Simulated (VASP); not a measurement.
Here is a VASP 6.6.1 calculation.

INCAR

```
SYSTEM = GaN
PREC = Accurate ; ENCUT = 520
EDIFF = 1E-6 ; ISMEAR = -1
SIGMA = 0.05 ; LREAL = .False.
LASPH = .True. ; NELM = 100
ALGO = Normal ; ISIF = 2
LWAVE = .False. ; LCHARG = .True.
GGA = PS ; LELF = .True.
LVHAR = .True. ; NBANDS = 16
```

Contents of KPOINTS:

```
Automatic mesh
0
Gamma
  11 11 11
  0 0 0
```

File POSCAR:

```
GaN
1.0
    0.0000000000      2.1209041320      2.1209041320
    2.1209041320      0.0000000000      2.1209041320
    2.1209041320      2.1209041320      0.0000000000
Ga N
1 1
Direct
    0.0000000000      0.0000000000      0.0000000000
    0.5000000000      0.5000000000      0.5000000000
```

Potentials or basis: VASP PAW PBE potentials, release 64 (Ga_d, N).

The run is started by

```bash
$ cat potpaw_PBE.64/Ga_d/POTCAR potpaw_PBE.64/N/POTCAR > POTCAR
$ mpirun -np 1 vasp_std > vasp.out
```

Task: What does it give for the pressure?

Result: -3.1 GPa.

Task: What does it give for the band gap on the k mesh?

Result: 0.59 eV, indirect (least direct gap 2.62 eV).

Caveat: the PAW data sets were made with another functional, which shifts forces and pressure a little. As with any semilocal functional, this PBEsol gap is likely too small.
